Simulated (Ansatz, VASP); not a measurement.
## ZnO in VASP and in Ansatz

File INCAR:

```
SYSTEM = ZnO
PREC     = Accurate       ! precision mode
ENCUT    = 520            ! plane-wave cutoff, eV
EDIFF    = 1E-7           ! SCF threshold, eV
ISMEAR   = 0              ! smearing method
SIGMA    = 0.05           ! smearing width, eV
LREAL    = .FALSE.        ! projectors in reciprocal space
LASPH    = .TRUE.         ! aspherical terms in the spheres
NELM     = 60             ! most SCF steps
ALGO     = Normal         ! electronic algorithm
ISIF     = 2              ! what is computed and relaxed
LWAVE    = .FALSE.        ! write WAVECAR
LCHARG   = .FALSE.        ! write CHGCAR
GGA      = PE             ! functional
IVDW     = 12             ! dispersion correction
NBANDS   = 26             ! bands
```

The input KPOINTS:

```
regular mesh
0
G
  9 9 4
  0 0 0
```

The input POSCAR:

```
ZnO
1.0
    3.3372866661      0.0000000000      0.0000000000
   -1.6686433330      2.8901750325      0.0000000000
    0.0000000000      0.0000000000      7.3443545905
Zn O
2 2
Direct
    0.0000000000      0.0000000000      0.7500000000
    0.0000000000      0.0000000000      0.2500000000
    0.3333333333      0.6666666667      0.2500000000
    0.6666666667      0.3333333333      0.7500000000
```

Input for Ansatz:

```yaml
crystal:
  lattice:
    - [3.3372866661, 0.0, 0.0]
    - [-1.668643333, 2.8901750325, 0.0]
    - [0.0, 0.0, 7.3443545905]
  atoms:
    - { symbol: Zn, position: [0.0, 0.0, 0.75] }
    - { symbol: Zn, position: [0.0, 0.0, 0.25] }
    - { symbol: O, position: [0.3333333333, 0.6666666667, 0.25] }
    - { symbol: O, position: [0.6666666667, 0.3333333333, 0.75] }
basis:
  ecutwfc: 420
kpoints:
  mp_grid: { grid: [9, 9, 4] }
hamiltonian:
  xc: pbe
  dispersion: d3bj
scf:
  occupations: { method: gaussian, width: 0.05 }
output:
  forces: true
  stress: true
  eigenvalues: true
```

Change from the starting cell: strain +0.015 along x and y, +0.030 along z, atoms carried along.

Alike in both runs: task single point; functional PBE; dispersion D3(BJ); k mesh 9 × 9 × 4; occupations gaussian, width 0.05 eV; no spin polarisation.

```csv
,VASP,Ansatz
version,VASP 6.6.1,Ansatz 0.2.0
potentials or method,"VASP PAW PBE potentials, release 64 (Zn, O), cutoff 520 eV","scalar-relativistic, plane waves, PAW"
valence electrons in the cell,36,36
```

VASP gave:

```
gap on the k mesh at the Fermi level (eV)                     : 0.84
least direct gap on the mesh (eV)                             : 0.84
pressure (GPa)                                                : -5.0
traceless stress, the component that is largest in VASP (GPa) : 3.44
```

Q: What did Ansatz give for the same quantities?

A: gap on the k mesh at the Fermi level (eV): 0.84; least direct gap on the mesh (eV): 0.84; pressure (GPa): -5.7; traceless stress, the component that is largest in VASP (GPa): 4.16.
